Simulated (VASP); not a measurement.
Runs of VASP 6.6.1 on LiHF2. The structure is that of space group R-3m (No. 166), or close to it. The cells are those of the table. 

```tsv
cell	gap on the mesh (eV)	largest force (eV/Å)
a = 4.630 Å, angles 35.7°, 4 atoms	(a)	0.02
a = 4.579 Å, angles 36.7°, 4 atoms	(b)	0.51
a = 4.621 Å, angles 35.3°, 4 atoms	8.46	0.06
a = 4.561 Å, angles 35.7°, 4 atoms	8.63	0.33
a = 4.518 Å, angles 37.2°, 4 atoms	8.48	0.98
```

Alike in all rows: task single point; level LDA; potentials or basis VASP PAW LDA potentials, release 64 (Li_sv, H, F); no spin polarisation; k mesh 9 × 9 × 9; cutoff (eV) 520; smearing gaussian 0.05 eV.

**Question.** Fill in the values left out.

**Answer.** (a) 8.34; (b) 8.35.

A k mesh can miss the band edges.
